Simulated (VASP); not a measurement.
**Cu: single point with PBEsol**

Cu:

```
Cu
1.0
     0.00000    2.89018   -2.72001
    -2.89018    0.00000    2.72001
     2.89018    0.00000    2.72001
Cu
4
Direct
  0.00000 0.00000 0.00000
  0.50000 0.75000 0.25000
  0.00000 0.50000 0.50000
  0.50000 0.25000 0.75000
```

```yaml
Program: VASP 6.6.1
Task: single point
Functional: PBEsol
Potentials_or_basis: VASP PAW PBE potentials, release 64 (Cu)
Cutoff: 520 eV
k_mesh: 12 × 12 × 12
Occupations: gaussian, width 0.15 eV
Spin: no spin polarisation
Dipole_correction: no
Further_INCAR_settings: ALGO = Fast; EDIFF = 1e-06; NBANDS = 30
```

- Pressure: 2.2 GPa
- Band gap on the k mesh: zero (bands 22 and 23 overlap by 7.73 eV)

Stress tensor (GPa, compression positive):
```
2.11 0.00 0.00
0.00 2.11 0.00
0.00 0.00 2.28
```

Levels at points of the mesh, in eV from the Fermi level:
| k point | band 20 | band 21 | band 22 | band 23 | band 24 | band 25 |
| --- | --- | --- | --- | --- | --- | --- |
| (0.00, 0.00, 0.00) | -1.57 | -1.50 | 6.36 | 6.36 | 6.79 | 6.79 |
| (0.50, 0.00, 0.00) | -1.48 | -1.37 | -1.37 | -0.54 | -0.54 | 4.80 |
| (0.00, 0.50, 0.00) | -1.89 | -1.56 | -1.56 | 4.84 | 4.84 | 5.21 |
| (0.50, 0.50, 0.50) | -1.40 | -1.02 | -1.02 | -0.98 | -0.98 | 4.12 |

It took 2 min on 1 thread of Intel(R) Xeon(R) 6975P-C (Granite Rapids) (shared host), peak memory 0.27 GiB.

Caveat: the PAW data sets were made with another functional, which shifts forces and pressure a little.
